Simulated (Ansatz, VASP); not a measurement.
**Ge: VASP beside Ansatz**

The input INCAR:

```
  ALGO = Normal
  EDIFF = 1E-6
  ENCUT = 520
  ISIF = 2
  ISMEAR = 0
  LASPH = T
  LCHARG = F
  LREAL = F
  LWAVE = F
  NBANDS = 21
  NELM = 60
  PREC = Accurate
  SIGMA = 0.01
```

The input KPOINTS:

```
k-points
0
Gamma
  12 12 12
```

Contents of POSCAR:

```
Ge
1.0
    0.0000000000      2.8389684436      2.7893365386
    2.8389684436      0.0000000000      2.7893365386
    2.8389684436      2.8389684436      0.0000000000
Ge
2
Direct
    0.0000000000      0.0000000000      0.0000000000
    0.2500000000      0.2500000000      0.2500000000
```

Input for Ansatz:

```yaml
crystal:
  lattice:
    - [0.0, 2.8389684436, 2.7893365386]
    - [2.8389684436, 0.0, 2.7893365386]
    - [2.8389684436, 2.8389684436, 0.0]
  atoms:
    - { symbol: Ge, position: [0.0, 0.0, 0.0] }
    - { symbol: Ge, position: [0.25, 0.25, 0.25] }
basis:
  ecutwfc: 420
kpoints:
  mp_grid: { grid: [12, 12, 12] }
  band_path:
    path:
      - [0.0, 0.0, 0.0]
      - [0.0, 0.0, 0.0]
      - [0.4028078027, 0.4028078027, 0.0]
      - [0.0, 0.40615792, 0.40615792]
      - [0.5, 0.5, 0.5]
      - [0.0, 0.0, 0.5]
      - [0.0038339544, 0.0038339544, 0.0076679088]
      - [-0.0038339544, -0.0038339544, -0.0076679088]
      - [0.0038339544, 0.0038339544, 0.0076679088]
      - [-0.0038339544, -0.0038339544, -0.0076679088]
    npoints: 1
hamiltonian:
  xc: lda
scf:
  occupations: { method: gaussian, width: 0.01 }
  n_extra_bands: 5
output:
  forces: true
  stress: true
  eigenvalues: true
```

Alike in both runs: task single point; functional LDA; k mesh 12 × 12 × 12; occupations gaussian, width 0.01 eV; no spin polarisation.

|  | VASP | Ansatz |
| --- | --- | --- |
| version | VASP 6.6.1 | Ansatz 0.2.0 |
| potentials or method | VASP PAW LDA potentials, release 64 (Ge_d), cutoff 520 eV | scalar-relativistic, plane waves, PAW |
| valence electrons in the cell | 28 | 28 |

```tsv
	VASP	Ansatz	Ansatz less VASP
gap on the k mesh at the Fermi level (eV)	0.13	0.11	-0.021
least direct gap on the mesh (eV)	0.13	0.13	0.000
pressure (GPa)	-0.7	-0.8	-0.18
traceless stress, the component that is largest in VASP (GPa)	0.84	0.84	-0.003
```

LDA's correlation is that of Perdew and Zunger in VASP and of Perdew and Wang (1992) in Ansatz.
